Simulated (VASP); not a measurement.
# HfGa2As2 (P4/mmm) in VASP: further runs

Runs on HfGa2As2. Level: PBE. Tasks: single point.

All numbers are computed with VASP 6.6.1; they aren't measurements. Logs are shortened: lines on timing, memory, paths and dates and some standing lists are left out, and cuts for length are marked.

### 1 The cell of the first run

It takes space group P4/mmm (No. 123, tetragonal). Conventional cell: a = 3.624 Å, b = 3.624 Å, c = 7.608 Å, α = 90.00°, β = 90.00°, γ = 90.00°. Within 3.8 Å of Hf (site symmetry 4/mmm) lie 8 As at 2.89 Å and 4 Hf at 3.62 Å. Within 3.4 Å of Ga (site symmetry mmm) lie 4 Ga at 2.56 Å and 4 As at 3.05 Å. Within 3.7 Å of As (site symmetry 4mm) lie 5 As at 2.69 to 3.62 Å and 4 Hf at 2.89 Å and 4 Ga at 3.05 Å.

The cell was generated, and may not be a known phase.

### 2 Single point, PBE

The input, INCAR:

```
SYSTEM = HfGa2As2
ALGO = Normal
EDIFF = 1E-7
ENCUT = 520
GGA = PE
ISIF = 2
ISMEAR = 0
LASPH = .True.
LCHARG = .False.
LREAL = .False.
LWAVE = .False.
NBANDS = 31
NELM = 100
PREC = Accurate
SIGMA = 0.1
```

The input, KPOINTS:

```
k-points
0
Gamma
  4 4 4
  0 0 0
```

The input, POSCAR:

```
HfGa2As2
1.0
    3.6236694127      0.0000000000      0.0000000000
    0.0000000000      3.6236694127      0.0000000000
    0.0000000000      0.0000000000      7.6076321513
Hf Ga As
1 2 2
Direct
    0.0000000000      0.0000000000      0.0000000000
    0.0000000000      0.5000000000      0.5000000000
    0.5000000000      0.0000000000      0.5000000000
    0.5000000000      0.5000000000      0.1769470801
    0.5000000000      0.5000000000      0.8230529199
```

Potentials or basis: VASP PAW PBE potentials, release 64 (Hf_pv, Ga_d, As).

Command:

```
cat potpaw_PBE.64/Hf_pv/POTCAR potpaw_PBE.64/Ga_d/POTCAR potpaw_PBE.64/As/POTCAR > POTCAR
mpirun -np 1 vasp_std > vasp.out
```

OUTCAR:

```text
SYSTEM = HfGa2As2
   EDIFF = 1E-7
   ENCUT = 520
   GGA = PE
   ISIF = 2
   ISMEAR = 0
   LASPH = .True.
   LREAL = .False.
   NELM = 100
   PREC = Accurate

 ion  position               nearest neighbor table
   1  0.000  0.000  0.000-   4 2.89   5 2.89   4 2.89   5 2.89   4 2.89   5 2.89   4 2.89   5 2.89

   2  0.000  0.500  0.500-   3 2.56   3 2.56   3 2.56   3 2.56
   3  0.500  0.000  0.500-   2 2.56   2 2.56   2 2.56   2 2.56
   4  0.500  0.500  0.177-   5 2.69   1 2.89   1 2.89   1 2.89   1 2.89
   5  0.500  0.500  0.823-   4 2.69   1 2.89   1 2.89   1 2.89   1 2.89

  LATTYP: Found a simple tetragonal cell.
 ALAT       =     3.6236694127
 C/A-ratio  =     2.0994277581

  Lattice vectors:

 A1 = (   3.6236694127,   0.0000000000,   0.0000000000)
 A2 = (   0.0000000000,   3.6236694127,   0.0000000000)
 A3 = (   0.0000000000,   0.0000000000,   7.6076321513)

Analysis of symmetry for initial positions (statically):
=====================================================================
 Subroutine PRICEL returns:
 Original cell was already a primitive cell.

 Routine SETGRP: Setting up the symmetry group for a
 simple tetragonal supercell.

 Subroutine GETGRP returns: Found 16 space group operations
 (whereof 16 operations were pure point group operations)
 out of a pool of 16 trial point group operations.

The static configuration has the point symmetry D_4h.

Analysis of symmetry for dynamics (positions and initial velocities):
=====================================================================
 Subroutine PRICEL returns:
 Original cell was already a primitive cell.

 Routine SETGRP: Setting up the symmetry group for a
 simple tetragonal supercell.

 Subroutine GETGRP returns: Found 16 space group operations
 (whereof 16 operations were pure point group operations)
 out of a pool of 16 trial point group operations.

The dynamic configuration has the point symmetry D_4h.

 Subroutine INISYM returns: Found 16 space group operations
 (whereof 16 operations are pure point group operations),
 and found     1 'primitive' translations

----------------------------------------------------------------------------------------

                                     Primitive cell

  volume of cell :      99.8957

  direct lattice vectors                    reciprocal lattice vectors
     3.623669413  0.000000000  0.000000000     0.275963364  0.000000000  0.000000000
     0.000000000  3.623669413  0.000000000     0.000000000  0.275963364  0.000000000
[... 85 lines left out ...]
   LREAL  =      F    real-space projection
   EDIFFG = 0.1E-05   stopping-criterion for IOM
   NSW    =      0    number of steps for IOM
   IBRION =     -1    ionic relax: 0-MD 1-quasi-New 2-CG
   NFREE  =      0    steps in history (QN), initial steepest desc. (CG)
   ISIF   =      2    stress and relaxation
   ISYM   =      2    0-nonsym 1-usesym 2-fastsym
   POTIM  = 0.5000    time-step for ionic-motion
   TEBEG  =    0.0;   TEEND  =   0.0 temperature during run
   PSTRESS=    0.0 pullay stress
   NELECT =      46.0000    total number of electrons
   NUPDOWN=      -1.0000    fix difference up-down
   EMIN   =  10.00;   EMAX   =-10.00  energy-range for DOS
   EFERMI =   0.00;   METHOD = LEGACY
   ISMEAR =     0;   SIGMA  =   0.10  broadening in eV -4-tet -1-fermi 0-gaus
   EFERMI_NEDOS =   21; number of points for ismear=-14 and -15
   IALGO  =     38    algorithm
   IMIX   =      4    mixing-type and parameters
     AMIX     =   0.40;   BMIX     =  1.00
     AMIX_MAG =   1.60;   BMIX_MAG =  1.00
  volume/ion in A,a.u.               =      19.98       134.83
  Fermi-wavevector in a.u.,A,eV,Ry     =   1.264189  2.388970 21.744464  1.598173
  Thomas-Fermi vector in A             =   2.397507
   LORBIT       =      0    0 simple, 1 ext, 2 COOP (PROOUT), +10 PAW based schemes
   GGA     = PE    functional components
   LHFCALC =     F    Hartree Fock is set to
   AEXX    =    0.0000 exact exchange contribution
   IVDW    =     0    specifies the selected vdW correction
   LEPSILON=     F    determine dielectric tensor
   LRPA    =     F    only Hartree local field effects (RPA)
 non-spin polarized calculation
 Gauss-broadening in eV      SIGMA  =   0.10
  energy-cutoff  :      520.00
  volume of cell :       99.90
 maximum number of plane-waves:      2736
 NGX is ok and might be reduce to    28
   NGX = 13   NGY = 13   NGZ = 29

 number of electron      45.9999989 magnetization

 Free energy of the ion-electron system (eV)
  ---------------------------------------------------
  ext. energy  EPLUGINS =         0.00000000
  ---------------------------------------------------
  free energy    TOTEN  =       -25.92041669 eV

  energy without entropy =      -25.90301134  energy(sigma->0) =      -25.91171402

 E-fermi :   5.5929     XC(G=0): -10.7804

 val. band max:        5.5525044505   @ k =   0.5000   0.2500   0.5000
 cond. band min:       5.6495820465   @ k =   0.5000   0.2500   0.2500
 fundamental gap:      0.0970775959
 Fermi energy:         5.5928680988

 k-point     1 :       0.0000    0.0000    0.0000
  band No.  band energies     occupation
      1     -26.0273      2.00000
      2     -25.8684      2.00000
      3     -25.8684      2.00000
      4      -9.8342      2.00000
      5      -9.6926      2.00000
      6      -9.6306      2.00000
[... 601 lines left out ...]
     30      10.0509      0.00000
     31      10.2197      0.00000

------------------------ aborting loop because EDIFF is reached ----------------------------------------

  FORCE on cell =-STRESS in cart. coord.  units (eV):
  Direction    XX          YY          ZZ          XY          YZ          ZX
  --------------------------------------------------------------------------------------
  -------------------------------------------------------------------------------------
  Total       -0.0808882     -0.0808882      0.0548003      0.0000000      0.0000000      0.0000000
  in kB       -1.2973256     -1.2973256      0.8789145      0.0000000      0.0000000      0.0000000
  external PRESSURE =      -0.5719122 kB  Pullay stress =       0.0000000 kB

 VOLUME and BASIS-vectors are now :
 -----------------------------------------------------------------------------
  energy-cutoff  :      520.00
  volume of cell :       99.90
      direct lattice vectors                 reciprocal lattice vectors
     3.623669413  0.000000000  0.000000000     0.275963364  0.000000000  0.000000000
     0.000000000  3.623669413  0.000000000     0.000000000  0.275963364  0.000000000
     0.000000000  0.000000000  7.607632151     0.000000000  0.000000000  0.131446944

 POSITION                                       TOTAL-FORCE (eV/Angst)
 -----------------------------------------------------------------------------------
      0.00000      0.00000      0.00000         0.000000     -0.000000      0.000000
      0.00000      1.81183      3.80382         0.000000     -0.000000      0.000000
      1.81183      0.00000      3.80382         0.000000     -0.000000      0.000000
      1.81183      1.81183      1.34615         0.000000     -0.000000     -0.008901
      1.81183      1.81183      6.26148        -0.000000      0.000000      0.008901
 -----------------------------------------------------------------------------------
    total drift:                                0.000000      0.000000      0.000000

  FREE ENERGIE OF THE ION-ELECTRON SYSTEM (eV)
  ---------------------------------------------------
  free  energy   TOTEN  =       -25.9204166944 eV

  energy  without entropy=      -25.9030113449  energy(sigma->0) =      -25.91171402
```

Run time: 71 s. Hardware: 1 thread of Oxide Virtual Turin-like, shared host; peak memory 0.21 GiB.

What came out:

| Item | Value |
| --- | --- |
| Free energy | -25.9204 eV |
| Pressure | -0.1 GPa |
| Largest force | 0.009 eV/Å |
| Band gap on the k mesh | zero (bands 23 and 24 overlap by 3.56 eV) |

Forces in eV/Å, atoms in the order of the input:
```
Hf   0.000  0.000  0.000
Ga   0.000  0.000  0.000
Ga   0.000  0.000  0.000
As   0.000  0.000 -0.009
As   0.000  0.000  0.009
```

Caveat: the k points lie up to 0.43 Å⁻¹ apart, too coarse for converged energies and pressures of a metal; spin-orbit coupling is left out, which moves the levels of the heavy elements.

### 3 Single point, PBE

This run uses another cell than the first one, of 20.16 Å³/atom.

The input, INCAR:

```
SYSTEM = HfGa2As2
PREC     = Accurate       ! precision mode
ENCUT    = 520            ! plane-wave cutoff, eV
EDIFF    = 1E-6           ! SCF threshold, eV
ISMEAR   = 0              ! smearing method
SIGMA    = 0.1            ! smearing width, eV
LREAL    = .False.        ! projectors in reciprocal space
LASPH    = .True.         ! aspherical terms in the spheres
NELM     = 80             ! most SCF steps
ALGO     = Fast           ! electronic algorithm
ISIF     = 2              ! what is computed and relaxed
LWAVE    = .False.        ! write WAVECAR
LCHARG   = .True.         ! write CHGCAR
GGA      = PE             ! functional
LELF     = .True.         ! ELF
LVHAR    = .True.       
NBANDS   = 31             ! bands
```

The input, KPOINTS:

```
regular mesh
0
Gamma
  6 6 2
  0 0 0
```

The input, POSCAR:

```
HfGa2As2
1.0
    3.5980488127      0.0000000000      0.0000000000
    0.0000000000      3.5980488127      0.0000000000
    0.0000000000      0.0000000000      7.7863188192
Hf Ga As
1 2 2
Direct
    0.0000000000      0.0000000000      0.0000000000
    0.0000000000      0.5000000000      0.5000000000
    0.5000000000      0.0000000000      0.5000000000
    0.5000000000      0.5000000000      0.1766598576
    0.5000000000      0.5000000000      0.8233401424
```

Potentials or basis: VASP PAW PBE potentials, release 64 (Hf_pv, Ga_d, As).

Command:

```
cat potpaw_PBE.64/Hf_pv/POTCAR potpaw_PBE.64/Ga_d/POTCAR potpaw_PBE.64/As/POTCAR > POTCAR
mpirun -np 1 vasp_std > vasp.out
```

It took 86 s on 1 thread of Oxide Virtual Turin-like, shared host; peak memory 0.2 GiB.

The run converged. Its results:

```yaml
Free_energy: -26.1340 eV
Pressure: 0.0 GPa
Largest_force: 0.014 eV/Å
Band_gap_on_the_k_mesh: zero (bands 23 and 24 overlap by 3.65 eV)
```

Forces in eV/Å, atoms in the order of the input:
```
Hf   0.000  0.000  0.000
Ga   0.000  0.000  0.000
Ga   0.000  0.000  0.000
As   0.000  0.000 -0.014
As   0.000  0.000  0.014
```

Stress tensor (GPa, compression positive):
```
-0.06  0.00  0.00
 0.00 -0.06  0.00
 0.00  0.00  0.03
```

Levels at points of the mesh, in eV from the Fermi level:
```tsv
k point	band 20	band 21	band 22	band 23	band 24	band 25	band 26	band 27
(0.00, 0.00, 0.00)	-0.91	-0.91	-0.81	-0.81	1.21	1.33	1.33	1.87
(0.50, 0.00, 0.00)	-2.05	-1.28	-0.93	0.35	1.44	1.70	2.70	2.84
(0.50, 0.50, 0.00)	-3.94	-3.52	-2.56	-2.56	-0.34	0.53	1.52	2.26
(0.00, 0.00, 0.50)	-1.16	-0.43	-0.43	1.08	1.08	1.23	1.69	1.79
(0.50, 0.00, 0.50)	-2.17	-2.02	-0.86	1.04	1.09	1.66	2.61	3.61
(0.50, 0.50, 0.50)	-3.46	-3.44	-3.14	-2.57	-2.57	-0.11	2.27	2.27
```

Caveat: the k points lie up to 0.40 Å⁻¹ apart, too coarse for converged energies and pressures of a metal; spin-orbit coupling is left out, which moves the levels of the heavy elements.

The gap in the log of VASP goes by the Fermi energy; the results here count the filled bands.